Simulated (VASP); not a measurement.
AlN: electric field gradients with r2SCAN

The system is AlN.

```xyz
4
Lattice="3.1130 0.0000 0.0000 -1.5565 2.6959 0.0000 0.0000 0.0000 4.9810" Properties=species:S:1:pos:R:3 pbc="T T T"
Al    0.0000    1.7973   -0.0049
Al    1.5565    0.8986    2.4856
N     0.0000    1.7973    1.8977
N     1.5565    0.8986    4.3882
```

```json
{"Program": "VASP 6.6.1", "Task": "electric field gradients", "Functional": "r2SCAN", "Potentials or basis": "VASP PAW PBE potentials, release 64 (Al, N)", "Cutoff": "520 eV", "k mesh": "11 × 11 × 6", "Occupations": "fermi-dirac, width 0.02 eV", "Spin": "no spin polarisation", "Dipole correction": "no", "Further INCAR settings": "ALGO = Normal; EDIFF = 1e-08; NBANDS = 16"}
```

```yaml
Pressure: -1.4 GPa
Largest_force: 0.006 eV/Å
Band_gap_on_the_k_mesh: 4.87 eV, direct
```

Forces in eV/Å, atoms in the order of the input:
```
Al   0.000  0.000  0.006
Al   0.000  0.000  0.006
N    0.000  0.000 -0.006
N    0.000  0.000 -0.006
```

Stress tensor (GPa, compression positive):
```
-1.52  0.00  0.00
 0.00 -1.52  0.00
 0.00  0.00 -1.03
```

Levels at points of the mesh, in eV from the valence-band top:
| k point | band 4 | band 5 | band 6 | band 7 | band 8 | band 9 | band 10 | band 11 | band 12 | band 13 |
| --- | --- | --- | --- | --- | --- | --- | --- | --- | --- | --- |
| (0.00, 0.00, 0.00) | -0.90 | -0.90 | -0.24 | -0.24 | 0.00 | 4.87 | 7.47 | 11.58 | 11.98 | 11.98 |
| (0.00, 0.00, 0.50) | -3.37 | -0.58 | -0.58 | -0.58 | -0.58 | 7.20 | 7.20 | 11.27 | 11.27 | 12.29 |

Electric field gradients, principal values (V/Å²):
```csv
atom,least,middle,greatest (by size)
1 Al,-2.535,-2.535,5.070
2 Al,-2.535,-2.535,5.070
3 N,0.051,0.051,-0.102
4 N,0.051,0.051,-0.102
```

It took 6 min on 1 thread of AMD EPYC 7R13 (shared host), peak memory 0.15 GiB.

Caveat: without QUAD_EFG the Cq values of the log hold for a quadrupole moment of 1 mb, not for the nuclei; the PAW data sets were made with another functional, which shifts forces and pressure a little. r2SCAN opens gaps a little over a GGA but as a rule still falls short of measured ones.
